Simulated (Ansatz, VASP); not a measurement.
# F: VASP beside Ansatz

```
F
1.0
     3.07127   -1.76517   -0.23688
     3.07127    1.76517   -0.23688
    -2.30936    0.00000    7.06900
F
4
Direct
  0.08485 0.08485 0.11398
  0.91515 0.91515 0.88602
  0.50157 0.50157 0.59372
  0.49843 0.49843 0.40628
```

Alike in both runs: task single point; functional PBEsol; k mesh 4 × 4 × 2; occupations gaussian, width 0.05 eV; no spin polarisation.

```csv
,VASP,Ansatz
version,VASP 6.6.1,Ansatz 0.2.0
potentials or method,"VASP PAW PBE potentials, release 64 (F), cutoff 520 eV","scalar-relativistic, plane waves, PAW"
valence electrons in the cell,28,28
```

```csv
,VASP,Ansatz,Ansatz less VASP
gap on the k mesh at the Fermi level (eV),1.29,1.32,+0.032
least direct gap on the mesh (eV),1.36,1.39,+0.035
pressure (GPa),-4.1,-4.2,-0.10
"traceless stress, the component that is largest in VASP (GPa)",-5.76,-6.82,-1.059
rms of the force components (eV/Å),1.549,1.557,+0.0078
```

VASP's potentials were made for PBE, not for PBEsol. Atom by atom the forces differ by 0.196 eV/Å (rms over components).

The k mesh is coarse, so the values compare programs but aren't converged.
